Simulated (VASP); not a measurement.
Input of a VASP 6.6.1 run:

The input INCAR:

```
PREC = Accurate
ENCUT = 840
EDIFF = 1E-6
ISMEAR = 0
SIGMA = 0.1
LREAL = F
LASPH = T
NELM = 120
ALGO = Normal
ISIF = 2
LWAVE = F
LCHARG = F
GGA = RP
ISYM = 0
NBANDS = 11
GGA_COMPAT = F
```

File KPOINTS:

```
Automatic mesh
0
Gamma
  1 5 1
```

POSCAR

```
Mg
1.0
   -1.8359916300      1.8359916300      1.6794040200
    1.8359916300     -1.8359916300      1.6794040200
    1.8359916300      1.8359916300     -1.6794040200
Mg
1
Direct
    0.0000000000      0.0000000000      0.0000000000
```

Potentials or basis: VASP PAW PBE potentials, release 64 (Mg_sv).

Launch:

```console
$ cat potpaw_PBE.64/Mg_sv/POTCAR > POTCAR
$ mpirun -np 1 vasp_std > vasp.out
```

(1) Predict the pressure.

(2) Predict the band gap on the k mesh.

Answers

(1) -17.3 GPa.

(2) 4.71 eV.

Caveat: the k points lie up to 2.13 Å⁻¹ apart, too coarse for converged energies, forces and pressures; the PAW data sets were made with another functional, which shifts forces and pressure a little.
